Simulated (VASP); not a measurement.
Set up this calculation in VASP 6.6.1, as the native input.

| Property | Result |
| --- | --- |
| Task | single point |
| Functional | PBE |
| Potentials or basis | VASP PAW PBE potentials, release 64 (Ba_sv, Ti_sv, O) |
| Cutoff | 600 eV |
| k mesh | 8 × 8 × 8 |
| Occupations | gaussian, width 0.02 eV |
| Spin | no spin polarisation |
| Dipole correction | no |
| Further INCAR settings | ALGO = Normal; EDIFF = 1e-06; NBANDS = 28 |

The structure of BaTiO3 lies in POSCAR:

```
BaTiO3
1.0
    3.9998000000      0.0000000000      0.0000000000
    0.0000000000      3.9998000000      0.0000000000
    0.0000000000      0.0000000000      4.0180000000
Ba Ti O
1 1 3
Direct
    0.0000000000      0.0000000000      0.0000350461
    0.5000000000      0.5000000000      0.4856613385
    0.5000000000      0.5000000000      0.0253237475
    0.5000000000      0.0000000000      0.5159899339
    0.0000000000      0.5000000000      0.5159899339
```

These files were run (other wordings do the same):

INCAR

```
  PREC = Accurate
  ENCUT = 600
  EDIFF = 1E-6
  ISMEAR = 0
  SIGMA = 0.02
  LREAL = False
  LASPH = True
  NELM = 120
  ALGO = Normal
  ISIF = 2
  LWAVE = False
  LCHARG = False
  GGA = PE
  NBANDS = 28
  GGA_COMPAT = False
```

KPOINTS

```
regular mesh
0
Gamma
  8 8 8
```

Potentials or basis: VASP PAW PBE potentials, release 64 (Ba_sv, Ti_sv, O).

The run is started by

```console
$ cat potpaw_PBE.64/Ba_sv/POTCAR potpaw_PBE.64/Ti_sv/POTCAR potpaw_PBE.64/O/POTCAR > POTCAR
$ mpirun -np 1 vasp_std > vasp.out
```

Results of the run:

```yaml
Pressure: 4.8 GPa
Largest_force: 0.056 eV/Å
Band_gap_on_the_k_mesh: 1.79 eV, indirect (least direct gap 2.14 eV)
```

Caveat: spin-orbit coupling is left out, which moves the levels of the heavy elements.

Run time: 3.3 min on 1 thread of Intel Xeon 8259CL (shared host), peak memory 0.3 GiB.
